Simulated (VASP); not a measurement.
# Rh (I4/mmm) in VASP: notebook, part 2 of 2

VASP 6.6.1. Earlier steps stand in the parts before.

## Step 6: Single point, r2SCAN (strain +0.0050 x Voigt [0, 1, 0, 0, 0, 0])

The input, POSCAR:

```
Rh
1.0
    0.0000000000      1.9110577500      1.9015500000
    1.9015500000      0.0000000000      1.9015500000
    1.9015500000      1.9110577500      0.0000000000
Rh
1
Direct
    0.0000000000      0.0000000000      0.0000000000
```

The input, INCAR.step1:

```
SYSTEM = Rh
ALGO     = Normal         ! electronic algorithm
EDIFF    = 1E-4           ! SCF threshold, eV
ENCUT    = 520            ! plane-wave cutoff, eV
GGA      = PE             ! functional
ISMEAR   = 0              ! smearing method
LASPH    = .True.         ! aspherical terms in the spheres
LCHARG   = .False.        ! write CHGCAR
LREAL    = .False.        ! projectors in reciprocal space
LWAVE    = .True.         ! write WAVECAR
NBANDS   = 14             ! bands
NELM     = 60             ! most SCF steps
PREC     = Accurate       ! precision mode
SIGMA    = 0.15           ! smearing width, eV
```

The input, INCAR.step2:

```
SYSTEM = Rh
ALGO     = Normal         ! electronic algorithm
EDIFF    = 1E-6           ! SCF threshold, eV
ENCUT    = 520            ! plane-wave cutoff, eV
ISIF     = 2              ! what is computed and relaxed
ISMEAR   = 0              ! smearing method
ISTART   = 1            
LASPH    = .True.         ! aspherical terms in the spheres
LCHARG   = .False.        ! write CHGCAR
LMIXTAU  = .True.       
LREAL    = .False.        ! projectors in reciprocal space
LWAVE    = .False.        ! write WAVECAR
METAGGA  = R2SCAN         ! meta-GGA
NBANDS   = 14             ! bands
NELM     = 60             ! most SCF steps
PREC     = Accurate       ! precision mode
SIGMA    = 0.15           ! smearing width, eV
```

The input, KPOINTS:

```
k-points
0
Gamma
  22 22 22
  0 0 0
```

Potentials or basis: VASP PAW PBE potentials, release 64 (Rh_pv).

Launch:

```console
cat potpaw_PBE.64/Rh_pv/POTCAR > POTCAR
cp INCAR.step1 INCAR
mpirun -np 1 vasp_std > vasp.out
cp INCAR.step2 INCAR
mpirun -np 1 vasp_std > vasp.out
```

OUTCAR:

```text
SYSTEM = Rh
   EDIFF = 1E-6
   ENCUT = 520
   ISIF = 2
   ISMEAR = 0
   ISTART = 1
   LASPH = .True.
   LREAL = .False.
   METAGGA = R2SCAN
   NELM = 60
   PREC = Accurate

 ion  position               nearest neighbor table
   1  0.000  0.000  0.000-

  LATTYP: Found a body centered tetragonal cell.
 ALAT       =     2.6891977995
 C/A-ratio  =     1.4212846302

  Lattice vectors:

 A1 = (   0.0000000000,  -1.9110577500,   1.9015500000)
 A2 = (   0.0000000000,  -1.9110577500,  -1.9015500000)
 A3 = (   1.9015500000,   1.9110577500,   0.0000000000)

Analysis of symmetry for initial positions (statically):
=====================================================================
 Subroutine PRICEL returns:
 Original cell was already a primitive cell.

 Routine SETGRP: Setting up the symmetry group for a
 body centered tetragonal supercell.

 Subroutine GETGRP returns: Found 16 space group operations
 (whereof 16 operations were pure point group operations)
 out of a pool of 16 trial point group operations.

The static configuration has the point symmetry D_4h.
[... 168 lines left out ...]
      1     -36.1423      2.00000
      2     -36.1393      2.00000
      3     -36.1393      2.00000
      4       3.4974      2.00000
      5       8.4552      2.00000
      6       8.5107      2.00000
      7       8.5107      2.00000
      8      10.5411      2.00000
      9      10.6074      2.00000
     10      28.3580      0.00000
     11      29.0307      0.00000
     12      33.9734      0.00000
     13      34.1319      0.00000
     14      34.1319      0.00000
[... 377 lines left out ...]
      1     -36.9012      2.00000
      2     -36.2583      2.00000
      3     -36.2479      2.00000
      4       5.4201      2.00000
      5       8.3448      2.00000
      6       8.4325      2.00000
      7      11.4358      1.93526
      8      12.1333      0.00000
      9      13.2461      0.00000
     10      20.8529      0.00000
     11      28.0611      0.00000
     12      29.0299      0.00000
     13      33.5536      0.00000
     14      33.9962      0.00000

 [... further k-points ...]

------------------------ aborting loop because EDIFF is reached ----------------------------------------

  FORCE on cell =-STRESS in cart. coord.  units (eV):
  Direction    XX          YY          ZZ          XY          YZ          ZX
  --------------------------------------------------------------------------------------
  -------------------------------------------------------------------------------------
  Total       -0.0361461     -0.1404486     -0.0361461      0.0000000      0.0000000      0.0000000
  in kB       -4.1903717    -16.2820387     -4.1903717      0.0000000      0.0000000      0.0000000
  external PRESSURE =      -8.2209274 kB  Pullay stress =       0.0000000 kB

 VOLUME and BASIS-vectors are now :
 -----------------------------------------------------------------------------
  energy-cutoff  :      520.00
  volume of cell :       13.82
      direct lattice vectors                 reciprocal lattice vectors
     0.000000000  1.911057750  1.901550000    -0.262943388  0.261635212  0.262943388
     1.901550000  0.000000000  1.901550000     0.262943388 -0.261635212  0.262943388
     1.901550000  1.911057750  0.000000000     0.262943388  0.261635212 -0.262943388

 POSITION                                       TOTAL-FORCE (eV/Angst)
 -----------------------------------------------------------------------------------
      0.00000      0.00000      0.00000         0.000000      0.000000      0.000000
 -----------------------------------------------------------------------------------
    total drift:                                0.000000     -0.000000      0.000000

  FREE ENERGIE OF THE ION-ELECTRON SYSTEM (eV)
  ---------------------------------------------------
  free  energy   TOTEN  =       -24.1444222498 eV

  energy  without entropy=      -24.1297720667  energy(sigma->0) =      -24.13709716
```

OSZICAR.step1:

```text
N       E                     dE             d eps       ncg     rms          rms(c)
DAV:   1     0.119886053330E+03    0.11989E+03   -0.87747E+03 23448   0.115E+03
DAV:   2    -0.618976472979E+01   -0.12608E+03   -0.12054E+03 25896   0.340E+02
DAV:   3    -0.775603109428E+01   -0.15663E+01   -0.15636E+01 28134   0.416E+01
DAV:   4    -0.776185460867E+01   -0.58235E-02   -0.58233E-02 26610   0.261E+00
DAV:   5    -0.776190604938E+01   -0.51441E-04   -0.51442E-04 27630   0.216E-01    0.100E+01
DAV:   6    -0.728233885046E+01    0.47957E+00   -0.80961E-01 24726   0.124E+01    0.349E+00
DAV:   7    -0.726627301310E+01    0.16066E-01   -0.17185E-02 27324   0.160E+00    0.165E+00
DAV:   8    -0.726296537166E+01    0.33076E-02   -0.32762E-03 24780   0.768E-01    0.200E-01
DAV:   9    -0.726282908720E+01    0.13628E-03   -0.87161E-05 15834   0.131E-01    0.111E-02
DAV:  10    -0.726283046278E+01   -0.13756E-05   -0.58748E-06 11922   0.301E-02
   1 F= -.72628305E+01 E0= -.72552203E+01  d E =-.152203E-01
```

Run time: 5.4 min. Hardware: 1 thread of Intel Xeon 6975P-C, shared host; peak memory 0.26 GiB.

What came out:

```
Free energy : -24.1444 eV
Pressure    : -0.8 GPa
```

Levels at points of the mesh, in eV from the Fermi level:
```
           k point  band 5  band 6  band 7  band 8  band 9  band 10
(0.00, 0.00, 0.00)   -3.18   -3.12   -3.12   -1.09   -1.02    16.73
(0.50, 0.00, 0.00)   -3.28   -3.22    0.57    0.60    0.92     9.04
(0.50, 0.50, 0.00)   -6.12    0.51    1.02    1.07    3.52    12.86
(0.50, 0.00, 0.50)   -6.12    0.52    1.04    1.04    3.41    12.72
```

Caveat: the cell differs from its parent crystal (strain +0.0050 x Voigt [0, 1, 0, 0, 0, 0]); the PAW data sets were made with another functional, which shifts forces and pressure a little.

## Step 7: The runs side by side

| cell | gap on the mesh (eV) | pressure (GPa) |
| --- | --- | --- |
| a = 2.662, b = 2.689 Å, angles 59.7, 60.7, 59.7°, 1 atom | none | 6.7 |
| a = 2.669, b = 2.689 Å, angles 59.8, 60.5, 59.8°, 1 atom | none | 5.1 |
| a = 2.676, b = 2.689 Å, angles 59.8, 60.3, 59.8°, 1 atom | none | 3.5 |
| a = 2.682, b = 2.689 Å, angles 59.9, 60.2, 59.9°, 1 atom | none | 2.0 |
| a = 2.696, b = 2.689 Å, angles 60.1, 59.8, 60.1°, 1 atom | none | -0.8 |

Alike in all rows: task single point; level r2SCAN; potentials or basis VASP PAW PBE potentials, release 64 (Rh_pv); no spin polarisation; k mesh 22 × 22 × 22; cutoff (eV) 520; smearing gaussian 0.15 eV.

Caveats: the PAW data sets were made with another functional, which shifts forces and pressure a little.

Absolute energies hang on the potentials; compare differences alone.
